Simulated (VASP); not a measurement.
A run of VASP 6.6.1 is set up as follows.

INCAR

```
PREC     = Accurate       # precision mode
ENCUT    = 520            # plane-wave cutoff, eV
EDIFF    = 1E-6           # SCF threshold, eV
ISMEAR   = 0              # smearing method
SIGMA    = 0.1            # smearing width, eV
LREAL    = False          # projectors in reciprocal space
LASPH    = True           # aspherical terms in the spheres
NELM     = 80             # most SCF steps
ALGO     = Normal         # electronic algorithm
ISIF     = 2              # what is computed and relaxed
LWAVE    = False          # write WAVECAR
LCHARG   = True           # write CHGCAR
GGA      = PS             # functional
LELF     = True           # ELF
LVHAR    = True         
NBANDS   = 14             # bands
```

KPOINTS

```
regular mesh
0
Gamma
  14 14 14
```

Contents of POSCAR:

```
TiAl
1.0
    3.1562954283      0.0000000000      0.0000000000
    0.0000000000      3.1562954283      0.0000000000
    0.0000000000      0.0000000000      3.1562954283
Ti Al
1 1
Direct
    0.5000000000      0.5000000000      0.5000000000
    0.0000000000      0.0000000000      0.0000000000
```

Potentials or basis: VASP PAW PBE potentials, release 64 (Ti_sv, Al).

The run is started by

```sh
$ cat potpaw_PBE.64/Ti_sv/POTCAR potpaw_PBE.64/Al/POTCAR > POTCAR
$ mpirun -np 1 vasp_std > vasp.out
```

(1) Predict the pressure.

## Answers

(1) 0.0 GPa.

Caveat: the PAW data sets were made with another functional, which shifts forces and pressure a little.
